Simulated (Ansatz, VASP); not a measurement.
Na in VASP and in Ansatz

The input INCAR:

```
PREC = Accurate ; ENCUT = 600
EDIFF = 1E-6 ; ISMEAR = -1
SIGMA = 0.1 ; LREAL = F
LASPH = T ; NELM = 60
ALGO = Normal ; ISIF = 3
LWAVE = F ; LCHARG = F
GGA = RE ; IBRION = 2
NSW = 80 ; EDIFFG = -0.01
```

Contents of KPOINTS:

```
Automatic mesh
0
Gamma
  8 8 8
```

The input POSCAR:

```
Na
1.0
    0.0000000000      3.7061924832      3.7061924832
    3.7061924832      0.0000000000      3.7061924832
    3.7061924832      3.7061924832      0.0000000000
Na
2
Direct
    0.1250000000      0.1250000000      0.1250000000
    0.8750000000      0.8750000000      0.8750000000
```

Input for Ansatz:

```yaml
crystal:
  lattice:
    - [0.0, 3.7061924832, 3.7061924832]
    - [3.7061924832, 0.0, 3.7061924832]
    - [3.7061924832, 3.7061924832, 0.0]
  atoms:
    - { symbol: Na, position: [0.125, 0.125, 0.125] }
    - { symbol: Na, position: [0.875, 0.875, 0.875] }
hamiltonian:
  xc: revpbe
  pseudopotentials:
    kind: paw
    azcp:
      Na: "pseudopotentials/Na.paw.azcp"
basis:
  ecutwfc: 420
  fft_grid_basis: typed
kpoints:
  mp_grid: { grid: [8, 8, 8], shift: [0, 0, 0] }
magnetization:
  spin_polarized: false
scf:
  occupations: { method: fermi_dirac, width: 0.1 }
relax:
  max_steps: 60
  f_tol: 0.01
  cell: {}
```

Alike in both runs: task relaxation of cell and atoms; functional revPBE; k mesh 8 × 8 × 8; occupations fermi-dirac, width 0.1 eV; no spin polarisation.

```csv
,VASP,Ansatz
version,VASP 6.6.1,Ansatz 0.2.0
potentials or method,"VASP PAW PBE potentials, release 64 (Na_pv), cutoff 600 eV","plane waves (420 eV) with PAW, scalar-relativistic"
valence electrons in the cell,14,18
```

VASP gave:

- relaxed volume (Å³/atom): 58.76
- relaxed length of the cell vector where the two differ most in proportion (Å): 5.498

Q: Which values does Ansatz return?

A: Relaxed volume (Å³/atom): 58.22; relaxed length of the cell vector where the two differ most in proportion (Å): 5.481.

VASP's potentials were made for PBE, not for revPBE. VASP's potentials hold 14 valence electrons a cell and Ansatz's 18, so a difference there can come from the potentials and not from the codes.

Noted on VASP's run: the volume moved by over 15 % at a fixed basis, so the end points are rough.
